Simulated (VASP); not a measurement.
# Ru (P6_3/mmc) in VASP: further runs, part 2 of 2

VASP 6.6.1. Earlier steps stand in the parts before.

## 4. Single point, PBE (strain -0.025 along x and y, -0.050 along z)

INCAR

```
SYSTEM = Ru
ALGO = Fast
EDIFF = 1E-6
ENCUT = 520
GGA = PE
ISIF = 2
ISMEAR = 0
LASPH = .True.
LCHARG = .False.
LREAL = .False.
LWAVE = .False.
NBANDS = 21
NELM = 60
PREC = Accurate
SIGMA = 0.15
```

KPOINTS

```
k-points
0
Gamma
  24 24 14
  0 0 0
```

POSCAR

```
Ru
1.0
    2.6520244636      0.0000000000      0.0000000000
   -1.3260122318      2.2967205569      0.0000000000
    0.0000000000      0.0000000000      4.0819310217
Ru
2
Direct
    0.3333333333      0.6666666667      0.2500000000
    0.6666666667      0.3333333333      0.7500000000
```

Potentials or basis: VASP PAW PBE potentials, release 64 (Ru_pv).

Launch:

```console
$ cat potpaw_PBE.64/Ru_pv/POTCAR > POTCAR
$ mpirun -np 1 vasp_std > vasp.out
```

OUTCAR:

```text
SYSTEM = Ru
   EDIFF = 1E-6
   ENCUT = 520
   GGA = PE
   ISIF = 2
   ISMEAR = 0
   LASPH = .True.
   LREAL = .False.
   NELM = 60
   PREC = Accurate

 ion  position               nearest neighbor table
   1  0.333  0.667  0.250-   2 2.55   2 2.55   2 2.55   2 2.55   2 2.55   2 2.55
   2  0.667  0.333  0.750-   1 2.55   1 2.55   1 2.55   1 2.55   1 2.55   1 2.55

  LATTYP: Found a hexagonal cell.
 ALAT       =     2.6520244636
 C/A-ratio  =     1.5391754781

  Lattice vectors:
[... 767 lines left out ...]

------------------------ aborting loop because EDIFF is reached ----------------------------------------

  FORCE on cell =-STRESS in cart. coord.  units (eV):
  Direction    XX          YY          ZZ          XY          YZ          ZX
  --------------------------------------------------------------------------------------
  -------------------------------------------------------------------------------------
  Total        5.5434399      5.5434399      8.2973798      0.0000000      0.0000000      0.0000000
  in kB      357.2223130    357.2223130    534.6877135      0.0000000      0.0000000      0.0000000
  external PRESSURE =     416.3774465 kB  Pullay stress =       0.0000000 kB

 VOLUME and BASIS-vectors are now :
 -----------------------------------------------------------------------------
  energy-cutoff  :      520.00
  volume of cell :       24.86
      direct lattice vectors                 reciprocal lattice vectors
     2.652024464  0.000000000  0.000000000     0.377070428  0.217701713  0.000000000
    -1.326012232  2.296720557  0.000000000     0.000000000  0.435403426  0.000000000
     0.000000000  0.000000000  4.081931022     0.000000000  0.000000000  0.244982092

 POSITION                                       TOTAL-FORCE (eV/Angst)
 -----------------------------------------------------------------------------------
     -0.00000      1.53115      1.02048        -0.000000      0.000000      0.000000
      1.32601      0.76557      3.06145         0.000000     -0.000000      0.000000
 -----------------------------------------------------------------------------------
    total drift:                               -0.000000      0.000000     -0.000000

  FREE ENERGIE OF THE ION-ELECTRON SYSTEM (eV)
  ---------------------------------------------------
  free  energy   TOTEN  =       -18.1406365213 eV

  energy  without entropy=      -18.1230288963  energy(sigma->0) =      -18.13183271
```

OSZICAR:

```text
N       E                     dE             d eps       ncg     rms          rms(c)
DAV:   1     0.290441483161E+03    0.29044E+03   -0.17545E+04 20552   0.151E+03
DAV:   2    -0.134343377849E+02   -0.30388E+03   -0.29443E+03 20921   0.452E+02
DAV:   3    -0.193257989902E+02   -0.58915E+01   -0.58616E+01 24221   0.706E+01
DAV:   4    -0.193679491384E+02   -0.42150E-01   -0.42072E-01 24978   0.580E+00
DAV:   5    -0.193684756661E+02   -0.52653E-03   -0.52252E-03 23107   0.595E-01    0.221E+01
RMM:   6    -0.182522159641E+02    0.11163E+01   -0.22369E+00 21065   0.128E+01    0.723E+00
RMM:   7    -0.181482204330E+02    0.10400E+00   -0.41401E-01 22529   0.504E+00    0.134E+00
RMM:   8    -0.181405440089E+02    0.76764E-02   -0.27221E-02 23298   0.156E+00    0.409E-01
RMM:   9    -0.181406256376E+02   -0.81629E-04   -0.24566E-03 23476   0.447E-01    0.806E-02
RMM:  10    -0.181406422277E+02   -0.16590E-04   -0.32407E-04 23976   0.163E-01    0.310E-02
RMM:  11    -0.181406381125E+02    0.41152E-05   -0.58566E-05 24693   0.590E-02    0.594E-03
RMM:  12    -0.181406361956E+02    0.19170E-05   -0.11522E-05 23768   0.252E-02    0.236E-03
RMM:  13    -0.181406365213E+02   -0.32578E-06   -0.13951E-06 16741   0.965E-03
   1 F= -.18140637E+02 E0= -.18131833E+02  d E =-.176076E-01
```

stdout:

```text
POSCAR found type information on POSCAR Ru
 POSCAR found :  1 types and       2 ions
 scaLAPACK will be used
 LDA part: xc-table for (Slater+PW92), standard interpolation
 POSCAR, INCAR and KPOINTS ok, starting setup
 FFT: planning ... GRIDC
 FFT: planning ... GRID_SOFT
 FFT: planning ... GRID
 WAVECAR not read
 entering main loop
WARNING in EDDRMM: call to ZHEGV failed, returncode =   8  4     20
```

Run time: 6.2 min. Hardware: 1 thread of AMD EPYC 7R43 (Zen 3), shared host; peak memory 0.25 GiB.

What came out:

```yaml
Free_energy: -18.1406 eV
Pressure: 41.6 GPa
Band_gap_on_the_k_mesh: zero (bands 14 and 15 overlap by 3.71 eV)
```

Stress tensor (GPa, compression positive):
```
35.72  0.00  0.00
 0.00 35.72  0.00
 0.00  0.00 53.47
```

Levels at points of the mesh, in eV from the Fermi level:
```tsv
k point	band 12	band 13	band 14	band 15	band 16	band 17
(0.00, 0.00, 0.00)	-2.17	-2.17	-1.85	-1.85	1.31	1.31
(0.50, 0.00, 0.00)	-2.05	-1.55	1.44	1.99	2.34	4.49
(0.00, 0.00, 0.50)	-3.30	-2.84	-2.84	0.65	0.65	0.65
(0.50, 0.00, 0.50)	-1.35	0.48	0.48	1.78	1.78	3.72
```

Caveat: the cell differs from its parent crystal (strain -0.025 along x and y, -0.050 along z); the cell stands under pressure.

## 5. Single point, PBE (strain -0.050 along x and y, +0.025 along z)

INCAR

```
PREC = Accurate
ENCUT = 520
EDIFF = 1E-7
ISMEAR = 0
SIGMA = 0.15
LREAL = False
LASPH = True
NELM = 60
ALGO = Fast
ISIF = 2
LWAVE = False
LCHARG = False
GGA = PE
NBANDS = 21
```

KPOINTS

```
Automatic mesh
0
Gamma
  24 24 14
```

POSCAR

```
Ru
1.0
    2.5840238363      0.0000000000      0.0000000000
   -1.2920119181      2.2378302863      0.0000000000
    0.0000000000      0.0000000000      4.4041887339
Ru
2
Direct
    0.3333333333      0.6666666667      0.2500000000
    0.6666666667      0.3333333333      0.7500000000
```

Launch:

```console
$ cat potpaw_PBE.64/Ru_pv/POTCAR > POTCAR
$ mpirun -np 1 vasp_std > vasp.out
```

Wall time 7.6 min (1 thread of AMD EPYC 7R43 (Zen 3), shared host); peak memory 0.26 GiB.

The run converged. Its results:

```yaml
Free_energy: -18.1294 eV
Pressure: 30.8 GPa
Band_gap_on_the_k_mesh: zero (bands 14 and 15 overlap by 3.39 eV)
```

Stress tensor (GPa, compression positive):
```
45.47  0.00  0.00
 0.00 45.47  0.00
 0.00  0.00  1.60
```

Levels at points of the mesh, in eV from the Fermi level:
| k point | band 12 | band 13 | band 14 | band 15 | band 16 | band 17 |
| --- | --- | --- | --- | --- | --- | --- |
| (0.00, 0.00, 0.00) | -2.24 | -2.24 | -0.92 | -0.92 | 0.50 | 1.33 |
| (0.50, 0.00, 0.00) | -2.03 | -1.63 | 1.78 | 2.09 | 2.39 | 4.59 |
| (0.00, 0.00, 0.50) | -2.83 | -2.83 | -2.83 | 0.61 | 0.61 | 0.61 |
| (0.50, 0.00, 0.50) | -0.89 | 0.50 | 0.50 | 2.26 | 2.26 | 3.70 |

Caveat: the cell differs from its parent crystal (strain -0.050 along x and y, +0.025 along z); the cell stands under pressure.

## 6. Single point, PBE (strain -0.025 along x and y, -0.025 along z)

INCAR

```
SYSTEM = Ru
PREC = Accurate ; ENCUT = 520
EDIFF = 1E-7 ; ISMEAR = 0
SIGMA = 0.15 ; LREAL = .FALSE.
LASPH = .TRUE. ; NELM = 80
ALGO = Fast ; ISIF = 2
LWAVE = .FALSE. ; LCHARG = .TRUE.
GGA = PE ; LELF = .TRUE.
LVHAR = .TRUE. ; NBANDS = 21
```

KPOINTS

```
regular mesh
0
G
  24 24 14
  0 0 0
```

POSCAR

```
Ru
1.0
    2.6520244636      0.0000000000      0.0000000000
   -1.3260122318      2.2967205569      0.0000000000
    0.0000000000      0.0000000000      4.1893502591
Ru
2
Direct
    0.3333333333      0.6666666667      0.2500000000
    0.6666666667      0.3333333333      0.7500000000
```

Potentials or basis: VASP PAW PBE potentials, release 64 (Ru_pv).

Launch:

```console
$ cat potpaw_PBE.64/Ru_pv/POTCAR > POTCAR
$ mpirun -np 1 vasp_std > vasp.out
```

Wall time 5.3 min (1 thread of AMD EPYC 7R43 (Zen 3), shared host); peak memory 0.26 GiB.

Results (log left out):

```yaml
Free_energy: -18.3085 eV
Pressure: 28.6 GPa
Band_gap_on_the_k_mesh: zero (bands 14 and 15 overlap by 3.50 eV)
```

Stress tensor (GPa, compression positive):
```
28.25  0.00  0.00
 0.00 28.25  0.00
 0.00  0.00 29.27
```

Levels at points of the mesh, in eV from the Fermi level:
```
           k point  band 12  band 13  band 14  band 15  band 16  band 17
(0.00, 0.00, 0.00)    -2.11    -2.11    -1.55    -1.55     1.28     1.28
(0.50, 0.00, 0.00)    -1.91    -1.65     1.56     2.02     2.12     4.41
(0.00, 0.00, 0.50)    -3.05    -2.91    -2.91     0.60     0.60     0.60
(0.50, 0.00, 0.50)    -1.19     0.48     0.48     1.84     1.84     3.64
```

Caveat: the cell differs from its parent crystal (strain -0.025 along x and y, -0.025 along z); the cell stands under pressure.

## 7. Summary

| cell | further INCAR settings | gap on the mesh (eV) | pressure (GPa) |
| --- | --- | --- | --- |
| a = 2.584, b = 2.584, c = 4.189 Å, angles 90.0, 90.0, 120.0°, 2 atoms | ALGO = Fast; EDIFF = 1e-06; NBANDS = 21 | none | 54.4 |
| a = 2.584, b = 2.584, c = 4.297 Å, angles 90.0, 90.0, 120.0°, 2 atoms | ALGO = Fast; EDIFF = 1e-06; NBANDS = 21 | none | 41.4 |
| a = 2.652, b = 2.652, c = 4.082 Å, angles 90.0, 90.0, 120.0°, 2 atoms | ALGO = Fast; EDIFF = 1e-06; NBANDS = 21 | none | 41.6 |
| a = 2.584, b = 2.584, c = 4.404 Å, angles 90.0, 90.0, 120.0°, 2 atoms | ALGO = Fast; EDIFF = 1e-07; NBANDS = 21 | none | 30.8 |
| a = 2.652, b = 2.652, c = 4.189 Å, angles 90.0, 90.0, 120.0°, 2 atoms | ALGO = Fast; EDIFF = 1e-07; NBANDS = 21 | none | 28.6 |

Alike in all rows: task single point; level PBE; potentials or basis VASP PAW PBE potentials, release 64 (Ru_pv); no spin polarisation; k mesh 24 × 24 × 14; cutoff (eV) 520; smearing gaussian 0.15 eV.

Caveats: the cell stands under pressure.

Absolute energies hang on the potentials; compare differences alone.
